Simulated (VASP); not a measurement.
# Si (Imma) in VASP: single point with PBE

Aim: the single point of Si with PBE.

Everything below comes from runs of VASP 6.6.1. Logs are shortened: lines on timing, memory, paths and dates and some standing lists are left out, and cuts for length are marked.

## 1. The cell of the first run

It takes space group Imma (No. 74, orthorhombic). The conventional cell has a = 4.458 Å, b = 4.690 Å, c = 2.601 Å, α = 90.00°, β = 90.00°, γ = 90.00°. Si (site symmetry mm2) has 8 Si at 2.36 to 2.74 Å within 3.1 Å.

## 2. Single point, PBE (z stretched by +2 % at fixed volume)

Contents of INCAR:

```
PREC     = Accurate       # precision mode
ENCUT    = 520            # plane-wave cutoff, eV
EDIFF    = 1E-6           # SCF threshold, eV
ISMEAR   = -1             # smearing method
SIGMA    = 0.08           # smearing width, eV
LREAL    = False          # projectors in reciprocal space
LASPH    = True           # aspherical terms in the spheres
NELM     = 80             # most SCF steps
ALGO     = Normal         # electronic algorithm
ISIF     = 2              # what is computed and relaxed
LWAVE    = False          # write WAVECAR
LCHARG   = True           # write CHGCAR
GGA      = PE             # functional
LELF     = True           # ELF
LVHAR    = True         
ISYM     = 0            
NBANDS   = 11             # bands
```

Contents of KPOINTS:

```
Automatic mesh
0
Gamma
  16 16 11
```

Contents of POSCAR:

```
Si
1.0
   -2.2288221193      2.3451644556      1.3005000000
    2.2288221193     -2.3451644556      1.3005000000
    2.2288221193      2.3451644556     -1.3005000000
Si
2
Direct
    0.8070000000      0.5570000000      0.2500000000
    0.1930000000      0.4430000000      0.7500000000
```

Potentials or basis: VASP PAW PBE potentials, release 64 (Si).

On the command line:

```bash
$ cat potpaw_PBE.64/Si/POTCAR > POTCAR
$ mpirun -np 1 vasp_std > vasp.out
```

OUTCAR:

```text
PREC = Accurate
   ENCUT = 520
   EDIFF = 1E-6
   ISMEAR = -1
   LREAL = False
   LASPH = True
   NELM = 80
   ISIF = 2
   GGA = PE
   ISYM = 0

 ion  position               nearest neighbor table
   1  0.807  0.557  0.250-   2 2.36   2 2.36   2 2.44   2 2.44   2 2.74   2 2.74
   2  0.193  0.443  0.750-   1 2.36   1 2.36   1 2.44   1 2.44   1 2.74   1 2.74

IMPORTANT INFORMATION: All symmetrisations will be switched off!
NOSYMM: (Re-)initialisation of all symmetry stuff for point group C_1.

----------------------------------------------------------------------------------------

                                     Primitive cell

  volume of cell :      27.1906

  direct lattice vectors                    reciprocal lattice vectors
    -2.228822119  2.345164456  1.300500000     0.000000000  0.213204664  0.384467512
     2.228822119 -2.345164456  1.300500000     0.224333739  0.000000000  0.384467512
     2.228822119  2.345164456 -1.300500000     0.224333739  0.213204664  0.000000000

  length of vectors
     3.486939147  3.486939147  3.486939147     0.439626543  0.445130200  0.309486438

  position of ions in fractional coordinates (direct lattice)
     0.807000000  0.557000000  0.250000000
     0.193000000  0.443000000  0.750000000

  ion indices of the primitive-cell ions
   primitive index   ion index
                 1           1
                 2           2

----------------------------------------------------------------------------------------

 KPOINTS: Automatic mesh

Automatic generation of k-mesh.
 Grid dimensions read from file:
 generate k-points for:   16   16   11

 Generating k-lattice:

  Cartesian coordinates                     Fractional coordinates (reciprocal lattice)
     0.000000000  0.013325292  0.024029220     0.062500000 -0.000000000  0.000000000
     0.014020859  0.000000000  0.024029220    -0.000000000  0.062500000  0.000000000
     0.020393976  0.019382242  0.000000000     0.000000000 -0.000000000  0.090909091

  Length of vectors
     0.027476659  0.027820637  0.028135131

  Shift w.r.t. Gamma in fractional coordinates (k-lattice)
     0.000000000  0.000000000  0.000000000

 -----------------------------------------------------------------------------
|                                                                             |
|           W    W    AA    RRRRR   N    N  II  N    N   GGGG   !!!           |
|           W    W   A  A   R    R  NN   N  II  NN   N  G    G  !!!           |
|           W    W  A    A  R    R  N N  N  II  N N  N  G       !!!           |
|           W WW W  AAAAAA  RRRRR   N  N N  II  N  N N  G  GGG   !            |
|           WW  WW  A    A  R   R   N   NN  II  N   NN  G    G                |
|           W    W  A    A  R    R  N    N  II  N    N   GGGG   !!!           |
|                                                                             |
|     Your reciprocal lattice and k-lattice belong to different lattice       |
|     classes:                                                                |
|                                                                             |
|        The reciprocal lattice is face-centered orthorhombic,                |
|        whereas your k-lattice is triclinic.                                 |
|                                                                             |
|     Results are often still useful ...                                      |
|                                                                             |
 -----------------------------------------------------------------------------

 WARNING: IBZKPT: internal override: KBLOWUP is changed to .FALSE.
      ... skipping the blow-up phase ...

 Subroutine IBZKPT returns following result:
 ===========================================

 Found   1410 irreducible k-points:

 Following reciprocal coordinates:
            Coordinates               Weight
  0.000000  0.000000  0.000000      1.000000
  0.062500  0.000000 -0.000000      2.000000
  0.125000  0.000000 -0.000000      2.000000
  0.187500  0.000000 -0.000000      2.000000
  0.250000  0.000000 -0.000000      2.000000
  0.312500  0.000000 -0.000000      2.000000
[... 16 lines left out ...]
 -0.187500  0.062500  0.000000      2.000000
 -0.125000  0.062500  0.000000      2.000000
 [... further k-points ...]
   k-points           NKPTS =   1410   k-points in BZ     NKDIM =   1410   number of bands    NBANDS=     11
   number of dos      NEDOS =    301   number of ions     NIONS =      2
   total plane-waves  NPLWV =  21952
   dimension x,y,z NGX =    28 NGY =   28 NGZ =   28
   dimension x,y,z NGXF=    56 NGYF=   56 NGZF=   56
   ions per type =               2
   NGX,Y,Z   is equivalent  to a cutoff of  13.35, 13.35, 13.35 a.u.
   NGXF,Y,Z  is equivalent  to a cutoff of  26.70, 26.70, 26.70 a.u.
 SYSTEM =  unknown system
   PREC   = accura    normal or accurate (medium, high low for compatibility)
   ISTART =      0    job   : 0-new  1-cont  2-samecut
   ICHARG =      2    charge: 1-file 2-atom 10-const
   ISPIN  =      1    spin polarized calculation?
   LNONCOLLINEAR =      F non collinear calculations
   LSORBIT =      F    spin-orbit coupling
   LASPH  =      T    aspherical Exc in radial PAW
   ENCUT  =  520.0 eV  38.22 Ry    6.18 a.u.   6.48  6.48  6.48*2*pi/ulx,y,z
   NELM   =     80;   NELMIN=  2; NELMDL= -5     # of ELM steps
   EDIFF  = 0.1E-05   stopping-criterion for ELM
   LREAL  =      F    real-space projection
   EDIFFG = 0.1E-04   stopping-criterion for IOM
   NSW    =      0    number of steps for IOM
   IBRION =     -1    ionic relax: 0-MD 1-quasi-New 2-CG
   NFREE  =      0    steps in history (QN), initial steepest desc. (CG)
   ISIF   =      2    stress and relaxation
   ISYM   =      0    0-nonsym 1-usesym 2-fastsym
   POTIM  = 0.5000    time-step for ionic-motion
   TEBEG  =    0.0;   TEEND  =   0.0 temperature during run
   PSTRESS=    0.0 pullay stress
   NELECT =       8.0000    total number of electrons
   NUPDOWN=      -1.0000    fix difference up-down
   EMIN   =  10.00;   EMAX   =-10.00  energy-range for DOS
   EFERMI =   0.00;   METHOD = LEGACY
   ISMEAR =    -1;   SIGMA  =   0.08  broadening in eV -4-tet -1-fermi 0-gaus
   EFERMI_NEDOS =   21; number of points for ismear=-14 and -15
   IALGO  =     38    algorithm
   IMIX   =      4    mixing-type and parameters
     AMIX     =   0.40;   BMIX     =  1.00
     AMIX_MAG =   1.60;   BMIX_MAG =  1.00
  volume/ion in A,a.u.               =      13.60        91.75
  Fermi-wavevector in a.u.,A,eV,Ry     =   1.088843  2.057614 16.130773  1.185578
  Thomas-Fermi vector in A             =   2.225033
   LORBIT       =      0    0 simple, 1 ext, 2 COOP (PROOUT), +10 PAW based schemes
   GGA     = PE    functional components
   LHFCALC =     F    Hartree Fock is set to
   AEXX    =    0.0000 exact exchange contribution
   IVDW    =     0    specifies the selected vdW correction
   LEPSILON=     F    determine dielectric tensor
   LRPA    =     F    only Hartree local field effects (RPA)
 non-spin polarized calculation
  energy-cutoff  :      520.00
  volume of cell :       27.19
 maximum number of plane-waves:       751
 NGX is ok and might be reduce to    28
   NGX = 13   NGY = 13   NGZ = 13

 number of electron       8.0000000 magnetization

 Free energy of the ion-electron system (eV)
  ---------------------------------------------------
  ext. energy  EPLUGINS =         0.00000000
  ---------------------------------------------------
  free energy    TOTEN  =       -10.10051719 eV

  energy without entropy =      -10.08566291  energy(sigma->0) =      -10.09309005

 E-fermi :  10.6955     XC(G=0): -11.3753

 val. band max:       10.6948604221   @ k =   0.3125  -0.1250   0.2727
 cond. band min:      10.6975833601   @ k =  -0.0000   0.4375   0.3636
 fundamental gap:      0.0027229380
 Fermi energy:        10.6954888092

 k-point     1 :       0.0000    0.0000    0.0000
  band No.  band energies     occupation
      1      -4.1160      2.00000
      2       7.9451      2.00000
      3       8.3542      2.00000
      4       9.5046      2.00000
      5      11.8893      0.00000
      6      18.4629      0.00000
      7      20.2385      0.00000
      8      20.2790      0.00000
      9      20.8072      0.00000
     10      21.3736      0.00000
     11      22.9813      0.00000

 k-point     2 :       0.0625    0.0000   -0.0000
  band No.  band energies     occupation
      1      -4.0069      2.00000
      2       7.8906      2.00000
      3       8.0776      2.00000
      4       9.9478      1.99983
      5      12.1502      0.00000
      6      17.6946      0.00000
      7      18.7520      0.00000
      8      20.1723      0.00000
      9      20.4731      0.00000
     10      21.1429      0.00000
     11      22.5152      0.00000

 k-point     3 :       0.1250    0.0000   -0.0000
  band No.  band energies     occupation
      1      -3.6802      2.00000
      2       7.6970      2.00000
      3       7.7852      2.00000
      4      10.7841      0.49681
      5      12.8722      0.00000
      6      16.3015      0.00000
      7      16.6076      0.00000
      8      18.7654      0.00000
      9      19.2040      0.00000
     10      20.2255      0.00000
     11      22.9620      0.00000
[... 267 lines left out ...]
 k-point    23 :      -0.1875    0.0625    0.0000
  band No.  band energies     occupation
      1      -3.5244      2.00000
      2       6.4575      2.00000
      3       7.9766      2.00000
      4      11.3319      0.00070
      5      13.7820      0.00000
      6      15.5631      0.00000
      7      16.2180      0.00000
      8      18.4071      0.00000
      9      19.3966      0.00000
     10      20.8400      0.00000
     11      22.7479      0.00000

 k-point    24 :      -0.1250    0.0625    0.0000
  band No.  band energies     occupation
      1      -3.9019      2.00000
      2       6.8096      2.00000
      3       8.1406      2.00000
      4      10.5533      1.71088
      5      12.9004      0.00000
      6      16.7901      0.00000
      7      18.4184      0.00000
      8      19.8456      0.00000
      9      20.6365      0.00000
     10      21.5617      0.00000
     11      22.8595      0.00000

 [... further k-points ...]

------------------------ aborting loop because EDIFF is reached ----------------------------------------

  FORCE on cell =-STRESS in cart. coord.  units (eV):
  Direction    XX          YY          ZZ          XY          YZ          ZX
  --------------------------------------------------------------------------------------
  -------------------------------------------------------------------------------------
  Total        2.5558241      3.5617511      2.1079866     -0.0195129      0.0041758      0.0023156
  in kB      150.5991390    209.8722828    124.2108022     -1.1497759      0.2460525      0.1364440
  external PRESSURE =     161.5607413 kB  Pullay stress =       0.0000000 kB

 VOLUME and BASIS-vectors are now :
 -----------------------------------------------------------------------------
  energy-cutoff  :      520.00
  volume of cell :       27.19
      direct lattice vectors                 reciprocal lattice vectors
    -2.228822119  2.345164456  1.300500000     0.000000000  0.213204664  0.384467512
     2.228822119 -2.345164456  1.300500000     0.224333739  0.000000000  0.384467512
     2.228822119  2.345164456 -1.300500000     0.224333739  0.213204664  0.000000000

 POSITION                                       TOTAL-FORCE (eV/Angst)
 -----------------------------------------------------------------------------------
      0.00000      1.17258      1.44876         0.002840      0.001126      0.012712
      2.22882      1.17258     -0.14826        -0.002840     -0.001126     -0.012712
 -----------------------------------------------------------------------------------
    total drift:                                0.000000     -0.000000     -0.000000

  FREE ENERGIE OF THE ION-ELECTRON SYSTEM (eV)
  ---------------------------------------------------
  free  energy   TOTEN  =       -10.1005171910 eV

  energy  without entropy=      -10.0856629063  energy(sigma->0) =      -10.09309005
```

It took 12 min on 1 thread of Intel Xeon 8259CL, shared host; peak memory 0.43 GiB.

What came out:

| Property | Result |
| --- | --- |
| Free energy | -10.1005 eV |
| Pressure | 16.2 GPa |
| Largest force | 0.013 eV/Å |
| Band gap on the k mesh | zero (bands 4 and 5 overlap by 7.98 eV) |

Forces in eV/Å, atoms in the order of the input:
```
Si   0.003  0.001  0.013
Si  -0.003 -0.001 -0.013
```

Caveat: the stress differs along the axes, from 12 to 21 GPa.
